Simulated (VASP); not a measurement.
## AlCu: single point with r2SCAN

Crystal: AlCu.

```xyz
2
Lattice="2.9975 0.0000 0.0000 0.0000 2.9975 0.0000 0.0000 0.0000 2.9975" Properties=species:S:1:pos:R:3 pbc="T T T"
Al    0.0000    0.0000    0.0000
Cu    1.4988    1.4988    1.8113
```

This cell differs from its parent crystal: all Cu atoms moved +0.312 Å, as atom 2 along Cartesian [0 0 1].

* Program: VASP 6.6.1
* Task: single point
* Functional: r2SCAN
* Potentials or basis: VASP PAW PBE potentials, release 64 (Al, Cu)
* Cutoff: 520 eV
* k mesh: 16 × 16 × 16
* Occupations: gaussian, width 0.15 eV
* Spin: no spin polarisation
* Dipole correction: no
* Further INCAR settings: ALGO = Normal; EDIFF = 1e-07; NBANDS = 14

| Item | Value |
| --- | --- |
| Pressure | -0.5 GPa |
| Largest force | 1.239 eV/Å |
| Band gap on the k mesh | zero (band 7 reaches 13.11 eV, above the bottom of band 8 at 8.07 eV) |

Forces on the atoms (eV/Å):
```
Al   0.000  0.000  1.239
Cu   0.000  0.000 -1.239
```

Stress tensor (GPa, compression positive):
```
 0.56  0.00  0.00
 0.00  0.56  0.00
 0.00  0.00 -2.77
```

Levels at points of the mesh, in eV from the Fermi level:
```tsv
k point	band 4	band 5	band 6	band 7	band 8	band 9	band 10	band 11
(0.00, 0.00, 0.00)	-4.18	-4.12	-4.12	4.09	4.09	4.23	6.51	6.52
(0.50, 0.00, 0.00)	-4.65	-4.53	-4.07	-3.43	7.57	8.48	8.70	8.86
(0.00, 0.00, 0.50)	-4.55	-4.55	-4.13	-3.34	7.61	7.95	7.95	9.61
(0.50, 0.50, 0.00)	-4.68	-3.80	-3.78	-3.78	-0.94	-0.07	11.20	12.53
(0.00, 0.50, 0.50)	-4.45	-4.04	-3.82	-3.75	-0.84	-0.10	11.03	12.74
(0.50, 0.50, 0.50)	-3.78	-3.75	0.33	0.33	0.81	1.74	2.60	2.60
```

Run time: 2.7 min on 1 thread of Intel(R) Xeon(R) 6975P-C (Granite Rapids) (shared host), peak memory 0.27 GiB.

Caveat: the cell differs from its parent crystal (all Cu atoms moved +0.312 Å, as atom 2 along Cartesian [0 0 1]); the PAW data sets were made with another functional, which shifts forces and pressure a little.
